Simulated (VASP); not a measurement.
# KZnF3 (P4/mmm) in VASP: a series of runs, part 2 of 2

VASP 6.6.1. The steps go on from the part before.

**3. Single point, LDA**

This run uses another cell than the first one, of the same volume but with other edges.

Input file INCAR:

```
SYSTEM = KZnF3
  PREC = Accurate
  ENCUT = 520
  EDIFF = 1E-6
  ISMEAR = 0
  SIGMA = 0.05
  LREAL = .False.
  LASPH = .True.
  NELM = 80
  ALGO = Normal
  ISIF = 2
  LWAVE = .False.
  LCHARG = .True.
  LELF = .True.
  LVHAR = .True.
  NBANDS = 29
```

Input file KPOINTS:

```
Automatic mesh
0
Gamma
  6 6 6
  0 0 0
```

Input file POSCAR:

```
KZnF3
1.0
    3.5380008822      0.0000000000      0.0000000000
    0.0000000000      3.5380008822      0.0000000000
    0.0000000000      0.0000000000      5.3070013233
K Zn F
1 1 3
Direct
    0.0000000000      0.0000000000      0.0000000000
    0.5000000000      0.5000000000      0.5000000000
    0.5000000000      0.5000000000      0.0000000000
    0.0000000000      0.5000000000      0.5000000000
    0.5000000000      0.0000000000      0.5000000000
```

Potentials or basis: VASP PAW LDA potentials, release 64 (K_sv, Zn, F).

On the command line:

```bash
cat potpaw_LDA.64/K_sv/POTCAR potpaw_LDA.64/Zn/POTCAR potpaw_LDA.64/F/POTCAR > POTCAR
mpirun -np 1 vasp_std > vasp.out
```

OUTCAR:

```text
SYSTEM = KZnF3
   PREC = Accurate
   ENCUT = 520
   EDIFF = 1E-6
   ISMEAR = 0
   LREAL = .False.
   LASPH = .True.
   NELM = 80
   ISIF = 2

 ion  position               nearest neighbor table
   1  0.000  0.000  0.000-   3 2.50   3 2.50   3 2.50   3 2.50
   2  0.500  0.500  0.500-   4 1.77   5 1.77   5 1.77   4 1.77
   3  0.500  0.500  0.000-   1 2.50   1 2.50   1 2.50   1 2.50
   4  0.000  0.500  0.500-   2 1.77   2 1.77
   5  0.500  0.000  0.500-   2 1.77   2 1.77

  LATTYP: Found a simple tetragonal cell.
 ALAT       =     3.5380008822
 C/A-ratio  =     1.5000000000

  Lattice vectors:

 A1 = (   3.5380008822,   0.0000000000,   0.0000000000)
 A2 = (   0.0000000000,   3.5380008822,   0.0000000000)
 A3 = (   0.0000000000,   0.0000000000,   5.3070013233)

Analysis of symmetry for initial positions (statically):
=====================================================================
 Subroutine PRICEL returns:
 Original cell was already a primitive cell.

 Routine SETGRP: Setting up the symmetry group for a
 simple tetragonal supercell.

 Subroutine GETGRP returns: Found 16 space group operations
 (whereof 16 operations were pure point group operations)
 out of a pool of 16 trial point group operations.

The static configuration has the point symmetry D_4h.

Analysis of symmetry for dynamics (positions and initial velocities):
=====================================================================
 Subroutine PRICEL returns:
 Original cell was already a primitive cell.

 Routine SETGRP: Setting up the symmetry group for a
 simple tetragonal supercell.

 Subroutine GETGRP returns: Found 16 space group operations
 (whereof 16 operations were pure point group operations)
 out of a pool of 16 trial point group operations.

The dynamic configuration has the point symmetry D_4h.

 Subroutine INISYM returns: Found 16 space group operations
 (whereof 16 operations are pure point group operations),
 and found     1 'primitive' translations

----------------------------------------------------------------------------------------

                                     Primitive cell

  volume of cell :      66.4301

  direct lattice vectors                    reciprocal lattice vectors
     3.538000882  0.000000000  0.000000000     0.282645492  0.000000000  0.000000000
     0.000000000  3.538000882  0.000000000     0.000000000  0.282645492  0.000000000
     0.000000000  0.000000000  5.307001323     0.000000000  0.000000000  0.188430328

  length of vectors
     3.538000882  3.538000882  5.307001323     0.282645492  0.282645492  0.188430328

  position of ions in fractional coordinates (direct lattice)
     0.000000000  0.000000000  0.000000000
     0.500000000  0.500000000  0.500000000
     0.500000000  0.500000000  0.000000000
     0.000000000  0.500000000  0.500000000
     0.500000000  0.000000000  0.500000000

  ion indices of the primitive-cell ions
   primitive index   ion index
                 1           1
                 2           2
                 3           3
                 4           4
                 5           5

----------------------------------------------------------------------------------------

 KPOINTS: Automatic mesh

Automatic generation of k-mesh.
 Grid dimensions read from file:
 generate k-points for:    6    6    6

 Generating k-lattice:

  Cartesian coordinates                     Fractional coordinates (reciprocal lattice)
     0.047107582  0.000000000  0.000000000     0.166666667  0.000000000  0.000000000
     0.000000000  0.047107582  0.000000000     0.000000000  0.166666667  0.000000000
     0.000000000  0.000000000  0.031405055     0.000000000  0.000000000  0.166666667

  Length of vectors
     0.047107582  0.047107582  0.031405055

  Shift w.r.t. Gamma in fractional coordinates (k-lattice)
     0.000000000  0.000000000  0.000000000

 Subroutine IBZKPT returns following result:
 ===========================================

 Found     40 irreducible k-points:

 Following reciprocal coordinates:
            Coordinates               Weight
  0.000000  0.000000  0.000000      1.000000
  0.166667  0.000000  0.000000      4.000000
  0.333333  0.000000  0.000000      4.000000
  0.500000  0.000000  0.000000      2.000000
  0.166667  0.166667  0.000000      4.000000
  0.333333  0.166667  0.000000      8.000000
[... 16 lines left out ...]
  0.333333  0.000000  0.333333      8.000000
  0.500000  0.000000  0.333333      4.000000
 [... further k-points ...]
   k-points           NKPTS =     40   k-points in BZ     NKDIM =     40   number of bands    NBANDS=     29
   number of dos      NEDOS =    301   number of ions     NIONS =      5
   total plane-waves  NPLWV =  31360
   dimension x,y,z NGX =    28 NGY =   28 NGZ =   40
   dimension x,y,z NGXF=    56 NGYF=   56 NGZF=   80
   ions per type =               1   1   3
   NGX,Y,Z   is equivalent  to a cutoff of  13.16, 13.16, 12.53 a.u.
   NGXF,Y,Z  is equivalent  to a cutoff of  26.31, 26.31, 25.06 a.u.
 SYSTEM =  KZnF3
   PREC   = accura    normal or accurate (medium, high low for compatibility)
   ISTART =      0    job   : 0-new  1-cont  2-samecut
   ICHARG =      2    charge: 1-file 2-atom 10-const
   ISPIN  =      1    spin polarized calculation?
   LNONCOLLINEAR =      F non collinear calculations
   LSORBIT =      F    spin-orbit coupling
   LASPH  =      T    aspherical Exc in radial PAW
   ENCUT  =  520.0 eV  38.22 Ry    6.18 a.u.   6.58  6.58  9.87*2*pi/ulx,y,z
   NELM   =     80;   NELMIN=  2; NELMDL= -5     # of ELM steps
   EDIFF  = 0.1E-05   stopping-criterion for ELM
   LREAL  =      F    real-space projection
   EDIFFG = 0.1E-04   stopping-criterion for IOM
   NSW    =      0    number of steps for IOM
   IBRION =     -1    ionic relax: 0-MD 1-quasi-New 2-CG
   NFREE  =      0    steps in history (QN), initial steepest desc. (CG)
   ISIF   =      2    stress and relaxation
   ISYM   =      2    0-nonsym 1-usesym 2-fastsym
   POTIM  = 0.5000    time-step for ionic-motion
   TEBEG  =    0.0;   TEEND  =   0.0 temperature during run
   PSTRESS=    0.0 pullay stress
   NELECT =      42.0000    total number of electrons
   NUPDOWN=      -1.0000    fix difference up-down
   EMIN   =  10.00;   EMAX   =-10.00  energy-range for DOS
   EFERMI =   0.00;   METHOD = LEGACY
   ISMEAR =     0;   SIGMA  =   0.05  broadening in eV -4-tet -1-fermi 0-gaus
   EFERMI_NEDOS =   21; number of points for ismear=-14 and -15
   IALGO  =     38    algorithm
   IMIX   =      4    mixing-type and parameters
     AMIX     =   0.40;   BMIX     =  1.00
     AMIX_MAG =   1.60;   BMIX_MAG =  1.00
  volume/ion in A,a.u.               =      13.29        89.66
  Fermi-wavevector in a.u.,A,eV,Ry     =   1.405086  2.655228 26.861528  1.974267
  Thomas-Fermi vector in A             =   2.527583
   LORBIT       =      0    0 simple, 1 ext, 2 COOP (PROOUT), +10 PAW based schemes
   GGA     = CA    functional components
   LHFCALC =     F    Hartree Fock is set to
   AEXX    =    0.0000 exact exchange contribution
   IVDW    =     0    specifies the selected vdW correction
   LEPSILON=     F    determine dielectric tensor
   LRPA    =     F    only Hartree local field effects (RPA)
 non-spin polarized calculation
 Gauss-broadening in eV      SIGMA  =   0.05
  energy-cutoff  :      520.00
  volume of cell :       66.43
 maximum number of plane-waves:      1812
 NGX is ok and might be reduce to    28

 number of electron      42.0000012 magnetization

 Free energy of the ion-electron system (eV)
  ---------------------------------------------------
  ext. energy  EPLUGINS =         0.00000000
  ---------------------------------------------------
  free energy    TOTEN  =       -21.31578805 eV

  energy without entropy =      -21.31578805  energy(sigma->0) =      -21.31578805

 E-fermi :   0.9512     XC(G=0): -10.4768

 val. band max:        0.6541804458   @ k =   0.5000   0.5000   0.0000
 cond. band min:       2.9801159628   @ k =   0.0000   0.0000   0.0000
 fundamental gap:      2.3259355171
 Fermi energy:         0.9512000837

 k-point     1 :       0.0000    0.0000    0.0000
  band No.  band energies     occupation
      1     -27.4879      2.00000
      2     -23.8509      2.00000
      3     -22.7366      2.00000
      4     -20.5302      2.00000
      5     -11.4065      2.00000
      6     -11.0405      2.00000
[... 757 lines left out ...]
     28      10.8737      0.00000
     29      12.1685      0.00000

 [... further k-points ...]
[... 5 lines left out ...]
  --------------------------------------------------------------------------------------
  -------------------------------------------------------------------------------------
  Total       11.4332574     11.4332574     -3.1801400      0.0000000     -0.0000000      0.0000000
  in kB      275.7499834    275.7499834    -76.6993614      0.0000000     -0.0000000      0.0000000
  external PRESSURE =     158.2668685 kB  Pullay stress =       0.0000000 kB

 VOLUME and BASIS-vectors are now :
 -----------------------------------------------------------------------------
  energy-cutoff  :      520.00
  volume of cell :       66.43
      direct lattice vectors                 reciprocal lattice vectors
     3.538000882  0.000000000  0.000000000     0.282645492  0.000000000  0.000000000
     0.000000000  3.538000882  0.000000000     0.000000000  0.282645492  0.000000000
     0.000000000  0.000000000  5.307001323     0.000000000  0.000000000  0.188430328

 POSITION                                       TOTAL-FORCE (eV/Angst)
 -----------------------------------------------------------------------------------
      0.00000      0.00000      0.00000         0.000000      0.000000      0.000000
      1.76900      1.76900      2.65350         0.000000      0.000000      0.000000
      1.76900      1.76900      0.00000         0.000000      0.000000      0.000000
      0.00000      1.76900      2.65350         0.000000      0.000000      0.000000
      1.76900      0.00000      2.65350         0.000000      0.000000      0.000000
 -----------------------------------------------------------------------------------
    total drift:                                0.000000      0.000000      0.000000

  FREE ENERGIE OF THE ION-ELECTRON SYSTEM (eV)
  ---------------------------------------------------
  free  energy   TOTEN  =       -21.3157880454 eV

  energy  without entropy=      -21.3157880454  energy(sigma->0) =      -21.31578805
```

Run time: 49 s. Hardware: 1 thread of Intel Xeon 6975P-C (Granite Rapids), shared host; peak memory 0.2 GiB.

Results:

- Free energy: -21.3158 eV
- Pressure: 15.8 GPa
- Band gap on the k mesh: 2.33 eV (least direct gap 5.11 eV)

Caveat: the stress differs along the axes, from -8 to 28 GPa. A k mesh can miss the band edges.
